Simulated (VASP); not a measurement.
Input of a VASP 6.6.1 run:

File INCAR:

```
SYSTEM = Ti
PREC = Accurate
ENCUT = 520
EDIFF = 1E-6
ISMEAR = 1
SIGMA = 0.01
LREAL = .FALSE.
LASPH = .TRUE.
NELM = 100
ALGO = Normal
ISIF = 2
LWAVE = .FALSE.
LCHARG = .TRUE.
GGA = PE
LELF = .TRUE.
LVHAR = .TRUE.
NBANDS = 19
```

File KPOINTS:

```
Automatic mesh
0
G
  12 12 7
  0 0 0
```

POSCAR

```
Ti
1.0
    2.9390756844      0.0000000000      0.0000000000
   -1.4695378422      2.5453142064      0.0000000000
    0.0000000000      0.0000000000      4.6559893251
Ti
2
Direct
    0.3333333333      0.6666666667      0.2500000000
    0.6666666667      0.3333333333      0.7500000000
```

Potentials or basis: VASP PAW PBE potentials, release 64 (Ti_sv).

Run with:

```sh
$ cat potpaw_PBE.64/Ti_sv/POTCAR > POTCAR
$ mpirun -np 1 vasp_std > vasp.out
```

Q: Estimate the band gap on the k mesh.

A: Zero (band 12 reaches 9.08 eV, above the bottom of band 13 at 8.01 eV).

Q: Predict the pressure.

A: -0.3 GPa.
